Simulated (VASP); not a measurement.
ZnGe3, 4 atoms in the cell. The structure is cubic, space group Pm-3m (No. 221). The conventional cell has a = 4.222 Å, b = 4.222 Å, c = 4.222 Å, α = 90.00°, β = 90.00°, γ = 90.00°. Within 3.9 Å of Ge (site symmetry 4/mmm) lie 8 Ge at 2.99 Å and 4 Zn at 2.99 Å. Within 3.9 Å of Zn (site symmetry m-3m) lie 12 Ge at 2.99 Å. 

| Item | Value |
| --- | --- |
| Program | VASP 6.6.1 |
| Task | single point |
| Functional | r2SCAN |
| Potentials or basis | VASP PAW PBE potentials, release 64 (Ge_d, Zn) |
| Cutoff | 520 eV |
| k mesh | 8 × 8 × 8 |
| Occupations | gaussian, width 0.02 eV |
| Spin | no spin polarisation |
| Dipole correction | no |
| Further INCAR settings | ALGO = Normal; EDIFF = 1e-07; NBANDS = 35 |

Potentials or basis: VASP PAW PBE potentials, release 64 (Ge_d, Zn).

Launch:

```sh
$ cat potpaw_PBE.64/Ge_d/POTCAR potpaw_PBE.64/Zn/POTCAR > POTCAR
$ cp INCAR.step1 INCAR
$ mpirun -np 1 vasp_std > vasp.out
$ cp INCAR.step2 INCAR
$ mpirun -np 1 vasp_std > vasp.out
```

Hardware: 1 thread of Intel Xeon 8259CL (shared host).

Estimate the wall time of this run.

It took 5.5 min on 1 thread of Intel Xeon 8259CL, with other jobs on the host, peak memory 0.23 GiB. Counts: k points 35.
